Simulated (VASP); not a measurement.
# BN (P6_3/mmc) in VASP: further runs

The runs below take BN through single point, with r2SCAN.

Program: VASP 6.6.1. These are calculated values, not measurements. Logs are shortened: lines on timing, memory, paths and dates and some standing lists are left out, and cuts for length are marked.

## Step 1: The cell of the first run

The structure is hexagonal, space group P6_3/mmc (No. 194). Conventional cell: a = 2.407 Å, b = 2.407 Å, c = 4.393 Å, α = 90.00°, β = 90.00°, γ = 120.00°. Within 1.9 Å of B (site symmetry -6m2) lie 3 N at 1.39 Å. N (site symmetry -6m2) has 3 B at 1.39 Å within 1.9 Å.

## Step 2: Single point, r2SCAN

Input file POSCAR:

```
BN
1.0
    2.4066629663      0.0000000000      0.0000000000
   -1.2033314832      2.0842312672      0.0000000000
    0.0000000000      0.0000000000      4.3928081654
B N
2 2
Direct
    0.3333333333      0.6666666667      0.2500000000
    0.6666666667      0.3333333333      0.7500000000
    0.3333333333      0.6666666667      0.7500000000
    0.6666666667      0.3333333333      0.2500000000
```

Input file INCAR.step1:

```
SYSTEM = BN
PREC = Accurate
ENCUT = 520
ISMEAR = 0
SIGMA = 0.02
LREAL = .False.
LASPH = .True.
NELM = 60
NBANDS = 16
GGA = PE
ALGO = Normal
EDIFF = 1E-4
LWAVE = .True.
LCHARG = .False.
```

Input file INCAR.step2:

```
SYSTEM = BN
PREC = Accurate
ENCUT = 520
EDIFF = 1E-6
ISMEAR = 0
SIGMA = 0.02
LREAL = .False.
LASPH = .True.
NELM = 60
ALGO = Normal
ISIF = 2
LWAVE = .False.
LCHARG = .True.
METAGGA = R2SCAN
LMIXTAU = .True.
LELF = .True.
LVHAR = .True.
NBANDS = 16
ISTART = 1
```

Input file KPOINTS:

```
regular mesh
0
Gamma
  12 12 6
  0 0 0
```

Potentials or basis: VASP PAW PBE potentials, release 64 (B, N).

Command:

```bash
$ cat potpaw_PBE.64/B/POTCAR potpaw_PBE.64/N/POTCAR > POTCAR
$ cp INCAR.step1 INCAR
$ mpirun -np 1 vasp_std > vasp.out
$ cp INCAR.step2 INCAR
$ mpirun -np 1 vasp_std > vasp.out
```

OUTCAR:

```text
SYSTEM = BN
   PREC = Accurate
   ENCUT = 520
   EDIFF = 1E-6
   ISMEAR = 0
   LREAL = .False.
   LASPH = .True.
   NELM = 60
   ISIF = 2
   METAGGA = R2SCAN
   ISTART = 1

 ion  position               nearest neighbor table
   1  0.333  0.667  0.250-   4 1.39   4 1.39   4 1.39
   2  0.667  0.333  0.750-   3 1.39   3 1.39   3 1.39
   3  0.333  0.667  0.750-   2 1.39   2 1.39   2 1.39
   4  0.667  0.333  0.250-   1 1.39   1 1.39   1 1.39

  LATTYP: Found a hexagonal cell.
 ALAT       =     2.4066629663
 C/A-ratio  =     1.8252693572

  Lattice vectors:

 A1 = (   2.4066629663,   0.0000000000,   0.0000000000)
 A2 = (  -1.2033314832,   2.0842312672,   0.0000000000)
 A3 = (   0.0000000000,   0.0000000000,   4.3928081654)

Analysis of symmetry for initial positions (statically):
=====================================================================
 Subroutine PRICEL returns:
 Original cell was already a primitive cell.

 Routine SETGRP: Setting up the symmetry group for a
 hexagonal supercell.

 Subroutine GETGRP returns: Found 24 space group operations
 (whereof 12 operations were pure point group operations)
 out of a pool of 24 trial point group operations.

The static configuration has the point symmetry D_3d.
 The point group associated with its full space group is D_6h.

Analysis of symmetry for dynamics (positions and initial velocities):
=====================================================================
 Subroutine PRICEL returns:
 Original cell was already a primitive cell.

 Routine SETGRP: Setting up the symmetry group for a
 hexagonal supercell.

 Subroutine GETGRP returns: Found 24 space group operations
 (whereof 12 operations were pure point group operations)
 out of a pool of 24 trial point group operations.

The dynamic configuration has the point symmetry D_3d.
 The point group associated with its full space group is D_6h.

 Subroutine INISYM returns: Found 24 space group operations
 (whereof 12 operations are pure point group operations),
 and found     1 'primitive' translations

----------------------------------------------------------------------------------------

                                     Primitive cell

  volume of cell :      22.0345

  direct lattice vectors                    reciprocal lattice vectors
     2.406662966  0.000000000  0.000000000     0.415513104  0.239896603  0.000000000
    -1.203331483  2.084231267  0.000000000     0.000000000  0.479793205  0.000000000
     0.000000000  0.000000000  4.392808165     0.000000000  0.000000000  0.227644815

  length of vectors
     2.406662966  2.406662966  4.392808165     0.479793205  0.479793205  0.227644815

  position of ions in fractional coordinates (direct lattice)
     0.333333333  0.666666667  0.250000000
     0.666666667  0.333333333  0.750000000
     0.333333333  0.666666667  0.750000000
     0.666666667  0.333333333  0.250000000

  ion indices of the primitive-cell ions
   primitive index   ion index
                 1           1
                 2           2
                 3           3
                 4           4

----------------------------------------------------------------------------------------

 KPOINTS: regular mesh

Automatic generation of k-mesh.
 Grid dimensions read from file:
 generate k-points for:   12   12    6

 Generating k-lattice:

  Cartesian coordinates                     Fractional coordinates (reciprocal lattice)
     0.034626092  0.019991384  0.000000000     0.083333333 -0.000000000  0.000000000
     0.000000000  0.039982767  0.000000000     0.000000000  0.083333333  0.000000000
     0.000000000  0.000000000  0.037940802     0.000000000  0.000000000  0.166666667

  Length of vectors
     0.039982767  0.039982767  0.037940802

  Shift w.r.t. Gamma in fractional coordinates (k-lattice)
     0.000000000  0.000000000  0.000000000

 Subroutine IBZKPT returns following result:
 ===========================================

 Found     76 irreducible k-points:

 Following reciprocal coordinates:
            Coordinates               Weight
  0.000000  0.000000  0.000000      1.000000
  0.083333 -0.000000  0.000000      6.000000
  0.166667  0.000000  0.000000      6.000000
  0.250000  0.000000  0.000000      6.000000
  0.333333  0.000000  0.000000      6.000000
  0.416667  0.000000  0.000000      6.000000
[... 16 lines left out ...]
  0.250000  0.000000  0.166667     12.000000
  0.333333  0.000000  0.166667     12.000000
 [... further k-points ...]
   k-points           NKPTS =     76   k-points in BZ     NKDIM =     76   number of bands    NBANDS=     16
   number of dos      NEDOS =    301   number of ions     NIONS =      4
   total plane-waves  NPLWV =  11664
   dimension x,y,z NGX =    18 NGY =   18 NGZ =   36
   dimension x,y,z NGXF=    36 NGYF=   36 NGZF=   72
   ions per type =               2   2
   NGX,Y,Z   is equivalent  to a cutoff of  12.43, 12.43, 13.62 a.u.
   NGXF,Y,Z  is equivalent  to a cutoff of  24.87, 24.87, 27.25 a.u.
 SYSTEM =  BN
   PREC   = accura    normal or accurate (medium, high low for compatibility)
   ISTART =      1    job   : 0-new  1-cont  2-samecut
   ICHARG =      0    charge: 1-file 2-atom 10-const
   ISPIN  =      1    spin polarized calculation?
   LNONCOLLINEAR =      F non collinear calculations
   LSORBIT =      F    spin-orbit coupling
   LASPH  =      T    aspherical Exc in radial PAW
   ENCUT  =  520.0 eV  38.22 Ry    6.18 a.u.   4.47  4.47  8.17*2*pi/ulx,y,z
   NELM   =     60;   NELMIN=  2; NELMDL=  0     # of ELM steps
   EDIFF  = 0.1E-05   stopping-criterion for ELM
   LREAL  =      F    real-space projection
   EDIFFG = 0.1E-04   stopping-criterion for IOM
   NSW    =      0    number of steps for IOM
   IBRION =     -1    ionic relax: 0-MD 1-quasi-New 2-CG
   NFREE  =      0    steps in history (QN), initial steepest desc. (CG)
   ISIF   =      2    stress and relaxation
   ISYM   =      2    0-nonsym 1-usesym 2-fastsym
   POTIM  = 0.5000    time-step for ionic-motion
   TEBEG  =    0.0;   TEEND  =   0.0 temperature during run
   PSTRESS=    0.0 pullay stress
   NELECT =      16.0000    total number of electrons
   NUPDOWN=      -1.0000    fix difference up-down
   EMIN   =  10.00;   EMAX   =-10.00  energy-range for DOS
   EFERMI =   0.00;   METHOD = LEGACY
   ISMEAR =     0;   SIGMA  =   0.02  broadening in eV -4-tet -1-fermi 0-gaus
   EFERMI_NEDOS =   21; number of points for ismear=-14 and -15
   IALGO  =     38    algorithm
   IMIX   =      4    mixing-type and parameters
     AMIX     =   0.40;   BMIX     =  1.00
     AMIX_MAG =   1.60;   BMIX_MAG =  1.00
  volume/ion in A,a.u.               =       5.51        37.17
  Fermi-wavevector in a.u.,A,eV,Ry     =   1.471455  2.780647 29.459064  2.165180
  Thomas-Fermi vector in A             =   2.586589
   LORBIT       =      0    0 simple, 1 ext, 2 COOP (PROOUT), +10 PAW based schemes
   METAGGA = R2SCAN    functional components
   LHFCALC =     F    Hartree Fock is set to
   AEXX    =    0.0000 exact exchange contribution
   IVDW    =     0    specifies the selected vdW correction
   LEPSILON=     F    determine dielectric tensor
   LRPA    =     F    only Hartree local field effects (RPA)
 non-spin polarized calculation
 Gauss-broadening in eV      SIGMA  =   0.02
  energy-cutoff  :      520.00
  volume of cell :       22.03
 maximum number of plane-waves:       611
 NGX is ok and might be reduce to    18
   NGX =  9   NGY =  9   NGZ = 17

 number of electron      16.0000003 magnetization

 Free energy of the ion-electron system (eV)
  ---------------------------------------------------
  ext. energy  EPLUGINS =         0.00000000
  ---------------------------------------------------
  free energy    TOTEN  =       -36.26035581 eV

  energy without entropy =      -36.26035581  energy(sigma->0) =      -36.26035581

 E-fermi :   8.5361     XC(G=0): -13.8475

 val. band max:        8.3380497839   @ k =   0.1667   0.1667   0.0000
 cond. band min:      12.6242286622   @ k =   0.5000   0.0000   0.3333
 fundamental gap:      4.2861788782
 Fermi energy:         8.5361063958

 k-point     1 :       0.0000    0.0000    0.0000
  band No.  band energies     occupation
      1     -14.2974      2.00000
      2     -10.8273      2.00000
      3      -3.1255      2.00000
      4       5.2097      2.00000
      5       5.2097      2.00000
      6       6.2047      2.00000
[... 8 lines left out ...]
     15      22.1014      0.00000
     16      24.8238      0.00000

 k-point     2 :       0.0833   -0.0000    0.0000
  band No.  band energies     occupation
      1     -14.1306      2.00000
      2     -10.6978      2.00000
      3      -2.9124      2.00000
      4       4.5292      2.00000
      5       4.8673      2.00000
      6       5.6316      2.00000
[... 8 lines left out ...]
     15      22.6089      0.00000
     16      24.4339      0.00000

 k-point     3 :       0.1667    0.0000    0.0000
  band No.  band energies     occupation
      1     -13.6355      2.00000
      2     -10.3206      2.00000
      3      -2.2794      2.00000
      4       2.8236      2.00000
      5       4.0590      2.00000
      6       4.1584      2.00000
[... 8 lines left out ...]
     15      23.5549      0.00000
     16      23.8020      0.00000

 k-point     4 :       0.2500    0.0000    0.0000
  band No.  band energies     occupation
      1     -12.8316      2.00000
      2      -9.7433      2.00000
      3      -1.2495      2.00000
      4       0.6991      2.00000
      5       2.2508      2.00000
      6       3.1486      2.00000
[... 8 lines left out ...]
     15      25.1666      0.00000
     16      26.1935      0.00000
[... 324 lines left out ...]
 k-point    22 :       0.1667    0.0000    0.1667
  band No.  band energies     occupation
      1     -13.4859      2.00000
      2     -10.6861      2.00000
      3      -1.6167      2.00000
      4       2.9214      2.00000
      5       4.0092      2.00000
      6       4.1309      2.00000
[... 8 lines left out ...]
     15      23.4100      0.00000
     16      24.4687      0.00000

 k-point    23 :       0.2500    0.0000    0.1667
  band No.  band energies     occupation
      1     -12.6880      2.00000
      2     -10.0681      2.00000
      3      -0.7319      2.00000
      4       0.9098      2.00000
      5       2.0748      2.00000
      6       3.2258      2.00000
[... 8 lines left out ...]
     15      25.5236      0.00000
     16      26.0476      0.00000

 k-point    24 :       0.3333    0.0000    0.1667
  band No.  band energies     occupation
      1     -11.6347      2.00000
      2      -9.3534      2.00000
      3      -1.4212      2.00000
      4       0.0823      2.00000
      5       0.8871      2.00000
      6       2.4618      2.00000
[... 8 lines left out ...]
     15      27.9588      0.00000
     16      27.9612      0.00000

 [... further k-points ...]
[... 5 lines left out ...]
  --------------------------------------------------------------------------------------
  -------------------------------------------------------------------------------------
  Total       12.5584192     12.5584192     12.3618740     -0.0000000     -0.0000000      0.0000000
  in kB      913.1500323    913.1500323    898.8588009     -0.0000000     -0.0000000      0.0000000
  external PRESSURE =     908.3862885 kB  Pullay stress =       0.0000000 kB

 VOLUME and BASIS-vectors are now :
 -----------------------------------------------------------------------------
  energy-cutoff  :      520.00
  volume of cell :       22.03
      direct lattice vectors                 reciprocal lattice vectors
     2.406662966  0.000000000  0.000000000     0.415513104  0.239896603  0.000000000
    -1.203331483  2.084231267  0.000000000     0.000000000  0.479793205  0.000000000
     0.000000000  0.000000000  4.392808165     0.000000000  0.000000000  0.227644815

 POSITION                                       TOTAL-FORCE (eV/Angst)
 -----------------------------------------------------------------------------------
     -0.00000      1.38949      1.09820        -0.000000     -0.000000      0.000000
      1.20333      0.69474      3.29461         0.000000      0.000000      0.000000
     -0.00000      1.38949      3.29461        -0.000000     -0.000000      0.000000
      1.20333      0.69474      1.09820        -0.000000      0.000000      0.000000
 -----------------------------------------------------------------------------------
    total drift:                               -0.000000      0.000000      0.000000

  FREE ENERGIE OF THE ION-ELECTRON SYSTEM (eV)
  ---------------------------------------------------
  free  energy   TOTEN  =       -36.2603558052 eV

  energy  without entropy=      -36.2603558052  energy(sigma->0) =      -36.26035581
```

Wall time 44 s (1 thread of Intel Xeon 6975P-C (Granite Rapids), shared host); peak memory 0.14 GiB.

Results:

* Free energy: -36.2604 eV
* Pressure: 90.8 GPa
* Band gap on the k mesh: 4.29 eV, indirect (least direct gap 5.58 eV)

Stress tensor (GPa, compression positive):
```
91.32  0.00  0.00
 0.00 91.32  0.00
 0.00  0.00 89.89
```

Caveat: the PAW data sets were made with another functional, which shifts forces and pressure a little.

## Step 3: Single point, r2SCAN

This run uses another cell than the first one, of 7.60 Å³/atom, 1.379 times its volume.

Input file POSCAR:

```
BN
1.0
    2.4795718258      0.0000000000      0.0000000000
   -1.2397859129      2.1473721917      0.0000000000
    0.0000000000      0.0000000000      5.7073706631
B N
2 2
Direct
    0.3333333333      0.6666666667      0.2500000000
    0.6666666667      0.3333333333      0.7500000000
    0.3333333333      0.6666666667      0.7500000000
    0.6666666667      0.3333333333      0.2500000000
```

Input file INCAR.step1:

```
PREC = Accurate
ENCUT = 520
ISMEAR = 0
SIGMA = 0.02
LREAL = F
LASPH = T
NELM = 100
NBANDS = 16
GGA = PE
ALGO = Normal
EDIFF = 1E-4
LWAVE = T
LCHARG = F
```

Input file INCAR.step2:

```
PREC = Accurate
ENCUT = 520
EDIFF = 1E-7
ISMEAR = 0
SIGMA = 0.02
LREAL = F
LASPH = T
NELM = 100
ALGO = Normal
ISIF = 2
LWAVE = F
LCHARG = T
METAGGA = R2SCAN
LMIXTAU = T
LELF = T
LVHAR = T
NBANDS = 16
ISTART = 1
```

Input file KPOINTS:

```
regular mesh
0
Gamma
  12 12 4
```

Potentials or basis: VASP PAW PBE potentials, release 64 (B, N).

Command:

```bash
$ cat potpaw_PBE.64/B/POTCAR potpaw_PBE.64/N/POTCAR > POTCAR
$ cp INCAR.step1 INCAR
$ mpirun -np 1 vasp_std > vasp.out
$ cp INCAR.step2 INCAR
$ mpirun -np 1 vasp_std > vasp.out
```

OUTCAR:

```text
PREC = Accurate
   ENCUT = 520
   EDIFF = 1E-7
   ISMEAR = 0
   LREAL = F
   LASPH = T
   NELM = 100
   ISIF = 2
   METAGGA = R2SCAN
   ISTART = 1

 ion  position               nearest neighbor table
   1  0.333  0.667  0.250-   4 1.43   4 1.43   4 1.43
   2  0.667  0.333  0.750-   3 1.43   3 1.43   3 1.43
   3  0.333  0.667  0.750-   2 1.43   2 1.43   2 1.43
   4  0.667  0.333  0.250-   1 1.43   1 1.43   1 1.43

  LATTYP: Found a hexagonal cell.
 ALAT       =     2.4795718258
 C/A-ratio  =     2.3017565387

  Lattice vectors:

 A1 = (   2.4795718258,   0.0000000000,   0.0000000000)
 A2 = (  -1.2397859129,   2.1473721917,   0.0000000000)
 A3 = (   0.0000000000,   0.0000000000,   5.7073706631)

Analysis of symmetry for initial positions (statically):
=====================================================================
 Subroutine PRICEL returns:
 Original cell was already a primitive cell.

[... 169 lines left out ...]
  ext. energy  EPLUGINS =         0.00000000
  ---------------------------------------------------
  free energy    TOTEN  =       -38.40827153 eV

  energy without entropy =      -38.40827153  energy(sigma->0) =      -38.40827153

 E-fermi :   3.8036     XC(G=0): -11.8277

 val. band max:        3.5975435787   @ k =   0.3333   0.2500   0.0000
 cond. band min:       8.3531873327   @ k =   0.5000   0.0000   0.2500
 fundamental gap:      4.7556437540
 Fermi energy:         3.8036453898

 k-point     1 :       0.0000    0.0000    0.0000
  band No.  band energies     occupation
      1     -15.7497      2.00000
      2     -14.9151      2.00000
      3      -3.8445      2.00000
      4       0.3822      2.00000
      5       2.1398      2.00000
      6       2.1398      2.00000
[... 433 lines left out ...]
      3      -3.8397      2.00000
      4      -3.6189      2.00000
      5      -0.3550      2.00000
      6      -0.2837      2.00000
[... 8 lines left out ...]
     15      22.6483      0.00000
     16      23.6276      0.00000

 [... further k-points ...]
[... 5 lines left out ...]
  --------------------------------------------------------------------------------------
  -------------------------------------------------------------------------------------
  Total        2.4443364      2.4443364      2.2083127      0.0000000     -0.0000000     -0.0000000
  in kB      128.8698910    128.8698910    116.4262883      0.0000000     -0.0000000     -0.0000000
  external PRESSURE =     124.7220234 kB  Pullay stress =       0.0000000 kB

 VOLUME and BASIS-vectors are now :
 -----------------------------------------------------------------------------
  energy-cutoff  :      520.00
  volume of cell :       30.39
      direct lattice vectors                 reciprocal lattice vectors
     2.479571826  0.000000000  0.000000000     0.403295436  0.232842728  0.000000000
    -1.239785913  2.147372192  0.000000000     0.000000000  0.465685457  0.000000000
     0.000000000  0.000000000  5.707370663     0.000000000  0.000000000  0.175212030

 POSITION                                       TOTAL-FORCE (eV/Angst)
 -----------------------------------------------------------------------------------
     -0.00000      1.43158      1.42684         0.000000      0.000000      0.000000
      1.23979      0.71579      4.28053        -0.000000      0.000000      0.000000
     -0.00000      1.43158      4.28053        -0.000000     -0.000000      0.000000
      1.23979      0.71579      1.42684        -0.000000      0.000000      0.000000
 -----------------------------------------------------------------------------------
    total drift:                               -0.000000      0.000000      0.000000

  FREE ENERGIE OF THE ION-ELECTRON SYSTEM (eV)
  ---------------------------------------------------
  free  energy   TOTEN  =       -38.4082715331 eV

  energy  without entropy=      -38.4082715331  energy(sigma->0) =      -38.40827153
```

OUTCAR.step1:

```text
PREC = Accurate
   ENCUT = 520
   ISMEAR = 0
   LREAL = F
[... 687 lines left out ...]
     -0.00000      1.43158      1.42684         0.000000     -0.000000      0.000000
      1.23979      0.71579      4.28053        -0.000000      0.000000      0.000000
     -0.00000      1.43158      4.28053         0.000000     -0.000000      0.000000
      1.23979      0.71579      1.42684         0.000000      0.000000      0.000000
 -----------------------------------------------------------------------------------
    total drift:                               -0.000000      0.000000      0.000000

  FREE ENERGIE OF THE ION-ELECTRON SYSTEM (eV)
  ---------------------------------------------------
  free  energy   TOTEN  =       -34.8876487617 eV

  energy  without entropy=      -34.8876487617  energy(sigma->0) =      -34.88764876
```

Run time: 49 s. Hardware: 1 thread of Intel Xeon 6975P-C (Granite Rapids), shared host; peak memory 0.15 GiB.

Results:

- Free energy: -38.4083 eV
- Pressure: 12.5 GPa
- Band gap on the k mesh: 4.76 eV, indirect (least direct gap 5.01 eV)

Stress tensor (GPa, compression positive):
```
12.89  0.00  0.00
 0.00 12.89  0.00
 0.00  0.00 11.64
```

Levels at points of the mesh, in eV from the valence-band top:
| k point | band 6 | band 7 | band 8 | band 9 | band 10 | band 11 |
| --- | --- | --- | --- | --- | --- | --- |
| (0.00, 0.00, 0.00) | -1.46 | -1.30 | -1.30 | 7.08 | 12.29 | 12.29 |
| (0.50, 0.00, 0.00) | -4.27 | -2.22 | -0.22 | 4.79 | 7.31 | 10.61 |
| (0.00, 0.00, 0.50) | -1.38 | -1.38 | -1.38 | 10.45 | 10.45 | 12.48 |
| (0.50, 0.00, 0.50) | -4.39 | -1.06 | -1.06 | 5.32 | 5.32 | 10.95 |

Caveat: the PAW data sets were made with another functional, which shifts forces and pressure a little. A k mesh can miss the band edges.

[end of part 1 of 2]
